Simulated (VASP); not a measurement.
A run of VASP 6.6.1 is set up as follows.

POSCAR

```
InSb
1.0
    0.0000000000      3.2467178874      3.3113180160
    3.2467178874      0.0000000000      3.3113180160
    3.2467178874      3.2467178874      0.0000000000
In Sb
1 1
Direct
    0.0000000000      0.0000000000      0.0000000000
    0.2500000000      0.2500000000      0.2500000000
```

Contents of INCAR.step1:

```
SYSTEM = InSb
PREC = Accurate ; ENCUT = 520
ISMEAR = -1 ; SIGMA = 0.02
LREAL = .False. ; LASPH = .True.
NELM = 150 ; MAGMOM = 0 0 0 0 0 0
LSORBIT = .True. ; GGA_COMPAT = .False.
NBANDS = 30 ; GGA = PE
ALGO = Normal ; EDIFF = 1E-4
LWAVE = .True. ; LCHARG = .False.
```

INCAR.step2

```
SYSTEM = InSb
PREC = Accurate ; ENCUT = 520
EDIFF = 1E-6 ; ISMEAR = -1
SIGMA = 0.02 ; LREAL = .False.
LASPH = .True. ; NELM = 150
ALGO = Normal ; ISIF = 2
LWAVE = .False. ; LCHARG = .False.
MAGMOM = 0 0 0 0 0 0 ; LORBIT = 11
LSORBIT = .True. ; GGA_COMPAT = .False.
LORBMOM = .True. ; METAGGA = R2SCAN
LMIXTAU = .True. ; NBANDS = 30
ISTART = 1
```

KPOINTS

```
regular mesh
0
Gamma
  6 6 6
  0 0 0
```

Potentials or basis: VASP PAW PBE potentials, release 64 (In_d, Sb).

Launch:

```console
$ cat potpaw_PBE.64/In_d/POTCAR potpaw_PBE.64/Sb/POTCAR > POTCAR
$ cp INCAR.step1 INCAR
$ mpirun -np 1 vasp_ncl > vasp.out
$ cp INCAR.step2 INCAR
$ mpirun -np 1 vasp_ncl > vasp.out
```

(1) Estimate the pressure.

(2) What does it give for the net moment?

Results:

(1) 0.5 GPa.

(2) 0.00 μB per cell.

Caveat: the cell differs from its parent crystal (epitaxial xy strain -1.0%); the PAW data sets were made with another functional, which shifts forces and pressure a little.
